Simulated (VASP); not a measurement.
Set up this calculation in VASP 6.6.1, as the native input.

```
Task                   : single point
Functional             : PBE
Potentials or basis    : VASP PAW PBE potentials, release 64 (K_sv)
Cutoff                 : 520 eV
k mesh                 : 10 × 10 × 10
Occupations            : fermi-dirac, width 0.1 eV
Spin                   : no spin polarisation
Dipole correction      : no
Further INCAR settings : ALGO = Normal; EDIFF = 1e-06; NBANDS = 10
```

The structure of K lies in POSCAR:

```
K
1.0
    0.0000000000      2.6417089868      2.6417089868
    2.6417089868      0.0000000000      2.6417089868
    2.6417089868      2.6417089868      0.0000000000
K
1
Direct
    0.0000000000      0.0000000000      0.0000000000
```

This isn't the form of K at room conditions, which is bcc.

One way to write it, as run:

INCAR

```
SYSTEM = K
ALGO     = Normal         ! electronic algorithm
EDIFF    = 1E-6           ! SCF threshold, eV
ENCUT    = 520            ! plane-wave cutoff, eV
GGA      = PE             ! functional
ISIF     = 2              ! what is computed and relaxed
ISMEAR   = -1             ! smearing method
LASPH    = .True.         ! aspherical terms in the spheres
LCHARG   = .False.        ! write CHGCAR
LREAL    = .False.        ! projectors in reciprocal space
LWAVE    = .False.        ! write WAVECAR
NBANDS   = 10             ! bands
NELM     = 60             ! most SCF steps
PREC     = Accurate       ! precision mode
SIGMA    = 0.1            ! smearing width, eV
```

KPOINTS

```
k-points
0
Gamma
  10 10 10
  0 0 0
```

Potentials or basis: VASP PAW PBE potentials, release 64 (K_sv).

Command:

```bash
$ cat potpaw_PBE.64/K_sv/POTCAR > POTCAR
$ mpirun -np 1 vasp_std > vasp.out
```

It gave:

The pressure is 8.9 GPa and the band gap on the k mesh is zero (an odd number of electrons rules out a gap without spin polarisation).

Caveat: the cell stands under pressure.

Wall time 18 s on 1 thread of Intel Xeon 8259CL, with other jobs on the host, peak memory 0.16 GiB.
